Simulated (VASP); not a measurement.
# Fe2O3 (R-3c) in VASP: notebook

The runs below take Fe2O3 through relaxation of cell and atoms, single point, with PBE, PBE+D3(BJ), PBE exchange alone.

Program: VASP 6.6.1. These are calculated values, not measurements. Logs are shortened: lines on timing, memory, paths and dates and some standing lists are left out, and cuts for length are marked.

### Step 1. The cell of the first run

Symmetry: R-3c, No. 167, trigonal system. Conventional cell: a = 5.038 Å, b = 5.038 Å, c = 13.772 Å, α = 90.00°, β = 90.00°, γ = 120.00°. Within 2.6 Å of Fe (site symmetry 3) lie 6 O at 1.95 to 2.12 Å. Within 2.9 Å of O (site symmetry 2) lie 4 Fe at 1.95 to 2.12 Å and 8 O at 2.67 to 2.89 Å.

### Step 2. Relaxation of cell and atoms, PBE, collinear spin, ferromagnetic start

Input file INCAR:

```
PREC = Accurate
ENCUT = 600
EDIFF = 1E-7
ISMEAR = -1
SIGMA = 0.05
LREAL = F
LASPH = T
NELM = 200
ALGO = Normal
ISIF = 3
LWAVE = F
LCHARG = F
ISPIN = 2
MAGMOM = 3 3 3 3 0 0 0 0 0 0
LORBIT = 11
LMAXMIX = 4
GGA = PE
IBRION = 2
NSW = 60
EDIFFG = -0.01
GGA_COMPAT = F
NELMIN = 4
KPAR = 4
```

Input file KPOINTS:

```
Automatic mesh
0
Gamma
  7 7 7
```

Input file POSCAR:

```
Fe2O3
1.0
    2.5190000000      1.4543453281      4.5906666667
   -2.5190000000      1.4543453281      4.5906666667
    0.0000000000     -2.9086906562      4.5906666667
Fe O
4 6
Direct
    0.3553000000      0.3553000000      0.3553000000
    0.1447000000      0.1447000000      0.1447000000
    0.6447000000      0.6447000000      0.6447000000
    0.8553000000      0.8553000000      0.8553000000
    0.5559000000      0.2500000000      0.9441000000
    0.2500000000      0.9441000000      0.5559000000
    0.9441000000      0.5559000000      0.2500000000
    0.4441000000      0.7500000000      0.0559000000
    0.7500000000      0.0559000000      0.4441000000
    0.0559000000      0.4441000000      0.7500000000
```

Potentials or basis: VASP PAW PBE potentials, release 64 (Fe, O).

Started as:

```
$ cat potpaw_PBE.64/Fe/POTCAR potpaw_PBE.64/O/POTCAR > POTCAR
$ mpirun -np 4 vasp_std > vasp.out
```

OUTCAR:

```text
PREC = Accurate
   ENCUT = 600
   EDIFF = 1E-7
   ISMEAR = -1
   LREAL = F
   LASPH = T
   NELM = 200
   ISIF = 3
   ISPIN = 2
   LORBIT = 11
   GGA = PE
   IBRION = 2
   NSW = 60
   EDIFFG = -0.01
   NELMIN = 4

 ion  position               nearest neighbor table
   1  0.355  0.355  0.355-   9 1.95  10 1.95   8 1.95   7 2.12   5 2.12   6 2.12   2 2.90   3 2.97
                             3 2.97   3 2.97
   2  0.145  0.145  0.145-   8 1.95  10 1.95   9 1.95   7 2.12   5 2.12   6 2.12   1 2.90   4 2.97
                             4 2.97   4 2.97
   3  0.645  0.645  0.645-   6 1.95   7 1.95   5 1.95  10 2.12   9 2.12   8 2.12   4 2.90   1 2.97
                             1 2.97   1 2.97
   4  0.855  0.855  0.855-   5 1.95   7 1.95   6 1.95  10 2.12   9 2.12   8 2.12   3 2.90   2 2.97
                             2 2.97   2 2.97
   5  0.556  0.250  0.944-   4 1.95   3 1.95   1 2.12   2 2.12
   6  0.250  0.944  0.556-   3 1.95   4 1.95   1 2.12   2 2.12
   7  0.944  0.556  0.250-   3 1.95   4 1.95   1 2.12   2 2.12
   8  0.444  0.750  0.056-   2 1.95   1 1.95   3 2.12   4 2.12
   9  0.750  0.056  0.444-   1 1.95   2 1.95   3 2.12   4 2.12
  10  0.056  0.444  0.750-   1 1.95   2 1.95   3 2.12   4 2.12

  LATTYP: Found a trigonal (rhomboedric) cell.
 ALAT       =     5.4345838643
 COS(alpha) =     0.5703114900

  Lattice vectors:

 A1 = (   2.5190000000,   1.4543453281,   4.5906666667)
 A2 = (  -2.5190000000,   1.4543453281,   4.5906666667)
 A3 = (   0.0000000000,  -2.9086906562,   4.5906666667)

Analysis of symmetry for initial positions (statically):
=====================================================================
 Subroutine PRICEL returns:
 Original cell was already a primitive cell.

 Routine SETGRP: Setting up the symmetry group for a
 trigonal (rhombohedral) supercell.

 Subroutine GETGRP returns: Found 12 space group operations
 (whereof  6 operations were pure point group operations)
 out of a pool of 12 trial point group operations.

The static configuration has the point symmetry S_6 .
 The point group associated with its full space group is D_3d.

Analysis of symmetry for dynamics (positions and initial velocities):
=====================================================================
 Subroutine PRICEL returns:
 Original cell was already a primitive cell.

 Routine SETGRP: Setting up the symmetry group for a
 trigonal (rhombohedral) supercell.

 Subroutine GETGRP returns: Found 12 space group operations
 (whereof  6 operations were pure point group operations)
 out of a pool of 12 trial point group operations.

The dynamic configuration has the point symmetry S_6 .
 The point group associated with its full space group is D_3d.

Analysis of structural, dynamic, and magnetic symmetry:
=====================================================================
 Subroutine PRICEL returns:
 Original cell was already a primitive cell.

 Routine SETGRP: Setting up the symmetry group for a
 trigonal (rhombohedral) supercell.

 Subroutine GETGRP returns: Found 12 space group operations
 (whereof  6 operations were pure point group operations)
 out of a pool of 12 trial point group operations.

The overall configuration has the point symmetry S_6 .
 The point group associated with its full space group is D_3d.

 Subroutine INISYM returns: Found 12 space group operations
 (whereof  6 operations are pure point group operations),
 and found     1 'primitive' translations

----------------------------------------------------------------------------------------

                                     Primitive cell

  volume of cell :     100.9073

  direct lattice vectors                    reciprocal lattice vectors
     2.519000000  1.454345328  4.590666667     0.198491465  0.114599101  0.072611095
    -2.519000000  1.454345328  4.590666667    -0.198491465  0.114599101  0.072611095
     0.000000000 -2.908690656  4.590666667     0.000000000 -0.229198201  0.072611095

  length of vectors
     5.434583864  5.434583864  5.434583864     0.240425012  0.240425012  0.240425012

  position of ions in fractional coordinates (direct lattice)
     0.355300000  0.355300000  0.355300000
     0.144700000  0.144700000  0.144700000
     0.644700000  0.644700000  0.644700000
     0.855300000  0.855300000  0.855300000
     0.555900000  0.250000000  0.944100000
     0.250000000  0.944100000  0.555900000
     0.944100000  0.555900000  0.250000000
     0.444100000  0.750000000  0.055900000
     0.750000000  0.055900000  0.444100000
     0.055900000  0.444100000  0.750000000

  ion indices of the primitive-cell ions
   primitive index   ion index
                 1           1
                 2           2
                 3           3
                 4           4
                 5           5
                 6           6
                 7           7
                 8           8
                 9           9
                10          10

----------------------------------------------------------------------------------------

 KPOINTS: Automatic mesh

Automatic generation of k-mesh.
 Grid dimensions read from file:
 generate k-points for:    7    7    7

 Generating k-lattice:

  Cartesian coordinates                     Fractional coordinates (reciprocal lattice)
     0.028355924  0.016371300  0.010373014     0.142857143  0.000000000  0.000000000
    -0.028355924  0.016371300  0.010373014     0.000000000  0.142857143  0.000000000
     0.000000000 -0.032742600  0.010373014     0.000000000  0.000000000  0.142857143

  Length of vectors
     0.034346430  0.034346430  0.034346430

  Shift w.r.t. Gamma in fractional coordinates (k-lattice)
     0.000000000  0.000000000  0.000000000

 Subroutine IBZKPT returns following result:
 ===========================================

 Found     44 irreducible k-points:

 Following reciprocal coordinates:
            Coordinates               Weight
  0.000000  0.000000  0.000000      1.000000
  0.142857  0.000000 -0.000000      6.000000
  0.285714  0.000000 -0.000000      6.000000
  0.428571  0.000000 -0.000000      6.000000
  0.142857  0.142857 -0.000000      6.000000
  0.285714  0.142857  0.000000     12.000000
[... 16 lines left out ...]
  0.285714  0.285714  0.142857      6.000000
  0.428571  0.285714  0.142857     12.000000
 [... further k-points ...]
   k-points           NKPTS =     44   k-points in BZ     NKDIM =     44   number of bands    NBANDS=     46
   number of dos      NEDOS =    301   number of ions     NIONS =     10
   total plane-waves  NPLWV = 110592
   dimension x,y,z NGX =    48 NGY =   48 NGZ =   48
   dimension x,y,z NGXF=    96 NGYF=   96 NGZF=   96
   ions per type =               4   6
   NGX,Y,Z   is equivalent  to a cutoff of  14.68, 14.68, 14.68 a.u.
   NGXF,Y,Z  is equivalent  to a cutoff of  29.37, 29.37, 29.37 a.u.
 SYSTEM =  unknown system
   PREC   = accura    normal or accurate (medium, high low for compatibility)
   ISTART =      0    job   : 0-new  1-cont  2-samecut
   ICHARG =      2    charge: 1-file 2-atom 10-const
   ISPIN  =      2    spin polarized calculation?
   LNONCOLLINEAR =      F non collinear calculations
   LSORBIT =      F    spin-orbit coupling
   LASPH  =      T    aspherical Exc in radial PAW
   ENCUT  =  600.0 eV  44.10 Ry    6.64 a.u.  10.85 10.85 10.85*2*pi/ulx,y,z
   NELM   =    200;   NELMIN=  4; NELMDL= -5     # of ELM steps
   EDIFF  = 0.1E-06   stopping-criterion for ELM
   LREAL  =      F    real-space projection
   EDIFFG = -.1E-01   stopping-criterion for IOM
   NSW    =     60    number of steps for IOM
   IBRION =      2    ionic relax: 0-MD 1-quasi-New 2-CG
   NFREE  =      1    steps in history (QN), initial steepest desc. (CG)
   ISIF   =      3    stress and relaxation
   ISYM   =      2    0-nonsym 1-usesym 2-fastsym
   POTIM  = 0.5000    time-step for ionic-motion
   TEBEG  =    0.0;   TEEND  =   0.0 temperature during run
   PSTRESS=    0.0 pullay stress
   NELECT =      68.0000    total number of electrons
   NUPDOWN=      -1.0000    fix difference up-down
   EMIN   =  10.00;   EMAX   =-10.00  energy-range for DOS
   EFERMI =   0.00;   METHOD = LEGACY
   ISMEAR =    -1;   SIGMA  =   0.05  broadening in eV -4-tet -1-fermi 0-gaus
   EFERMI_NEDOS =   21; number of points for ismear=-14 and -15
   IALGO  =     38    algorithm
   IMIX   =      4    mixing-type and parameters
     AMIX     =   0.40;   BMIX     =  1.00
     AMIX_MAG =   1.60;   BMIX_MAG =  1.00
  volume/ion in A,a.u.               =      10.09        68.10
  Fermi-wavevector in a.u.,A,eV,Ry     =   1.435281  2.712288 28.028426  2.060031
  Thomas-Fermi vector in A             =   2.554597
   LORBIT       =     11    0 simple, 1 ext, 2 COOP (PROOUT), +10 PAW based schemes
   GGA     = PE    functional components
   LHFCALC =     F    Hartree Fock is set to
   AEXX    =    0.0000 exact exchange contribution
   IVDW    =     0    specifies the selected vdW correction
   LEPSILON=     F    determine dielectric tensor
   LRPA    =     F    only Hartree local field effects (RPA)
 conjugate gradient relaxation of ions
 spin polarized calculation
  energy-cutoff  :      600.00
  volume of cell :      100.91
 maximum number of plane-waves:      3388
 NGX is ok and might be reduce to    48
   NGX = 21   NGY = 21   NGZ = 21

--------------------------------------- Ionic step        1  -------------------------------------------

 number of electron      68.0000009 magnetization      13.5512466

 Free energy of the ion-electron system (eV)
  ---------------------------------------------------
  ext. energy  EPLUGINS =         0.00000000
  ---------------------------------------------------
  free energy    TOTEN  =       -73.64094405 eV

  energy without entropy =      -73.53691269  energy(sigma->0) =      -73.58892837

------------------------ aborting loop because EDIFF is reached ----------------------------------------

  FORCE on cell =-STRESS in cart. coord.  units (eV):
  Direction    XX          YY          ZZ          XY          YZ          ZX
  --------------------------------------------------------------------------------------
  -------------------------------------------------------------------------------------
  Total       -3.1433237     -3.1433237     -3.2499647      0.0000000      0.0000000      0.0000000
  in kB      -49.9087816    -49.9087816    -51.6019973      0.0000000      0.0000000      0.0000000
  external PRESSURE =     -50.4731868 kB  Pullay stress =       0.0000000 kB
[... 115 lines left out ...]
  FREE ENERGIE OF THE ION-ELECTRON SYSTEM (eV)
  ---------------------------------------------------
  free  energy   TOTEN  =       -74.3276697424 eV

  energy  without entropy=      -74.2647806034  energy(sigma->0) =      -74.29622517

[... ionic steps 4 to 11 ...]

--------------------------------------- Ionic step       12  -------------------------------------------

 number of electron      67.9999997 magnetization       4.0010387

------------------------ aborting loop because EDIFF is reached ----------------------------------------
[... 83 lines left out ...]
--------------------------------------- Ionic step       14  -------------------------------------------

 number of electron      67.9999997 magnetization       4.0010424

 Free energy of the ion-electron system (eV)
  ---------------------------------------------------
  ext. energy  EPLUGINS =         0.00000000
  ---------------------------------------------------
  free energy    TOTEN  =       -74.71053611 eV

  energy without entropy =      -74.63677384  energy(sigma->0) =      -74.67365498

 E-fermi :   5.5399     XC(G=0): -12.4061

 val. band max:        5.5362809720   @ k =   0.4286   0.4286  -0.0000
 cond. band min:       5.5409544423   @ k =  -0.2857   0.1429   0.0000
 fundamental gap:      0.0046734702
 Fermi energy:         5.5399130672

 spin component 1

 k-point     1 :       0.0000    0.0000    0.0000
  band No.  band energies     occupation
      1     -15.5825      1.00000
      2     -13.7113      1.00000
      3     -13.6823      1.00000
      4     -13.6823      1.00000
      5     -13.5408      1.00000
      6     -13.5408      1.00000
[... 1165 lines left out ...]
     45      12.9877      0.00000
     46      15.1903      0.00000

 [... further k-points ...]

 spin component 2

 k-point     1 :       0.0000    0.0000    0.0000
  band No.  band energies     occupation
      1     -15.5208      1.00000
      2     -13.6540      1.00000
      3     -13.6202      1.00000
      4     -13.6202      1.00000
      5     -13.4814      1.00000
      6     -13.4814      1.00000
[... 1204 lines left out ...]
  FREE ENERGIE OF THE ION-ELECTRON SYSTEM (eV)
  ---------------------------------------------------
  free  energy   TOTEN  =       -74.7105361141 eV

  energy  without entropy=      -74.6367738363  energy(sigma->0) =      -74.67365498

 reached required accuracy - stopping structural energy minimisation

 total charge

# of ion       s       p       d       tot
------------------------------------------
    1        0.407   0.648   6.299   7.354
    2        0.407   0.648   6.299   7.354
    3        0.407   0.648   6.299   7.354
    4        0.407   0.648   6.299   7.354
    5        1.557   3.452   0.000   5.010
    6        1.557   3.452   0.000   5.010
    7        1.557   3.452   0.000   5.010
    8        1.557   3.452   0.000   5.010
    9        1.557   3.452   0.000   5.010
   10        1.557   3.452   0.000   5.010
--------------------------------------------------
tot         10.973  23.304  25.197  59.474

 magnetization (x)

# of ion       s       p       d       tot
------------------------------------------
    1        0.007   0.010   0.929   0.945
    2        0.007   0.010   0.929   0.945
    3        0.007   0.010   0.929   0.945
    4        0.007   0.010   0.929   0.945
    5        0.000   0.027   0.000   0.027
    6        0.000   0.027   0.000   0.027
    7        0.000   0.027   0.000   0.027
    8        0.000   0.027   0.000   0.027
    9        0.000   0.027   0.000   0.027
   10        0.000   0.027   0.000   0.027
--------------------------------------------------
tot          0.028   0.200   3.714   3.942
```

Wall time 22 min (4 MPI ranks of Intel Xeon 6975P-C (Granite Rapids), shared host); peak memory 0.67 GiB.

What came out:

- Free energy: -74.7105 eV
- Relaxed volume: 8.79 Å³/atom
- Relaxed cell: a = 5.227 Å, b = 5.227 Å, c = 5.227 Å, α = 54.44°, β = 54.44°, γ = 54.44°
- Space group after relaxing (to 0.1 Å): R-3c (No. 167)
- Energy gained by relaxing: 107.0 meV/atom
- Ionic steps: 14
- Pressure after relaxing: 0.1 GPa
- Largest force after relaxing: 0.006 eV/Å
- Band gap on the k mesh: zero (filled and empty bands overlap)
- Net moment: 4.00 μB per cell
- Site moments: Fe +0.94; O +0.03 μB
- Valence electrons inside the program's atomic spheres: Fe 7.35; O 5.01

Forces on the atoms (eV/Å):
```
Fe   0.000  0.000 -0.006
Fe   0.000  0.000  0.006
Fe   0.000  0.000  0.006
Fe   0.000  0.000 -0.006
O    0.002  0.003  0.000
O    0.002 -0.003  0.000
O   -0.003  0.000  0.000
O   -0.002 -0.003  0.000
O   -0.002  0.003  0.000
O    0.003  0.000  0.000
```

The path:
```
step  energy change (eV)  largest force (eV/Å)  pressure (GPa)  volume (Å³)
   1              0.0000                0.9134           -5.05       100.91
   2             -0.3433                0.9049           -8.13        96.34
   3             -0.6867                1.4293           17.60        83.45
   4             -0.9202                0.4625           -8.83        91.34
   5             -1.0374                0.3028            2.49        87.34
   6             -1.0461                0.2447           -0.35        88.23
   7             -1.0459                0.2596            0.41        87.99
   8             -1.0654                0.0281            1.12        87.53
   9             -1.0654                0.0284            1.14        87.53
  10             -1.0650                0.0604           -1.97        88.56
  11             -1.0681                0.0441           -0.38        88.03
  12             -1.0695                0.0136           -0.07        87.95
  13             -1.0695                0.0160           -0.05        87.94
  14             -1.0696                0.0058            0.07        87.90
```

Final structure:
```
CELL_PARAMETERS angstrom
2.39087 1.38037 4.43894
-2.39087 1.38037 4.43894
0.00000 -2.76073 4.43894
ATOMIC_POSITIONS crystal
Fe 0.34572 0.34572 0.34572
Fe 0.15428 0.15428 0.15428
Fe 0.65428 0.65428 0.65428
Fe 0.84572 0.84572 0.84572
O 0.56302 0.25000 0.93698
O 0.25000 0.93698 0.56302
O 0.93698 0.56302 0.25000
O 0.43698 0.75000 0.06302
O 0.75000 0.06302 0.43698
O 0.06302 0.43698 0.75000
```

Caveat: semilocal functionals often make such compounds metallic where correlation or magnetic order opens a gap, which also shifts bond lengths; the run started ferromagnetic, and an antiferromagnetic order may lie lower in energy.

### Step 3. Single point, PBE, collinear spin, ferromagnetic start

Input file INCAR:

```
SYSTEM = Fe2O3
PREC = Accurate ; ENCUT = 520
EDIFF = 1E-7 ; ISMEAR = -1
SIGMA = 0.05 ; LREAL = .False.
LASPH = .True. ; NELM = 150
ALGO = Normal ; ISIF = 2
LWAVE = .False. ; LCHARG = .False.
ISPIN = 2 ; MAGMOM = 3 3 3 3 0 0 0 0 0 0
LORBIT = 11 ; LMAXMIX = 4
GGA = PE ; NBANDS = 49
```

Input file KPOINTS:

```
regular mesh
0
Gamma
  7 7 7
  0 0 0
```

POSCAR is that of step 2.

Potentials or basis: VASP PAW PBE potentials, release 64 (Fe, O).

Started as:

```
$ cat potpaw_PBE.64/Fe/POTCAR potpaw_PBE.64/O/POTCAR > POTCAR
$ mpirun -np 1 vasp_std > vasp.out
```

Run time: 19 min. Hardware: 1 thread of AMD EPYC 7R43 (Zen 3), shared host; peak memory 0.44 GiB.

Results (log left out):

```yaml
Free_energy: -73.6305 eV
Pressure: -4.8 GPa
Largest_force: 0.915 eV/Å
Net_moment: 13.54 μB per cell
Site_moments: Fe +3.08; O +0.14 μB
Valence_electrons_inside_the_program's_atomic_spheres: Fe 6.88; O 4.97
```

Forces in eV/Å, atoms in the order of the input:
```
Fe   0.000  0.000 -0.915
Fe   0.000  0.000  0.915
Fe   0.000  0.000  0.915
Fe   0.000  0.000 -0.915
O    0.064  0.111  0.000
O    0.064 -0.111  0.000
O   -0.128  0.000  0.000
O   -0.064 -0.111  0.000
O   -0.064  0.111  0.000
O    0.128  0.000  0.000
```

Stress tensor (GPa, compression positive):
```
-4.78  0.00  0.00
 0.00 -4.78  0.00
 0.00  0.00 -4.95
```

Levels at points of the mesh, in eV from the Fermi level:
Spin up:
| k point | band 39 | band 40 | band 41 | band 42 | band 43 | band 44 |
| --- | --- | --- | --- | --- | --- | --- |
| (0.00, 0.00, 0.00) | -0.64 | -0.64 | 0.24 | 0.24 | 0.79 | 0.79 |
Spin down:
| k point | band 25 | band 26 | band 27 | band 28 | band 29 | band 30 |
| --- | --- | --- | --- | --- | --- | --- |
| (0.00, 0.00, 0.00) | -0.26 | -0.26 | -0.19 | 0.02 | 0.02 | 0.05 |

Caveat: the cell stands under tension; semilocal functionals often make such compounds metallic where correlation or magnetic order opens a gap, which also shifts bond lengths; the run started ferromagnetic, and an antiferromagnetic order may lie lower in energy. With open d or f shells a metallic result of PBE can be an artefact of self-interaction; +U or a hybrid may open a gap.

(Part 1 of 2 ends here.)
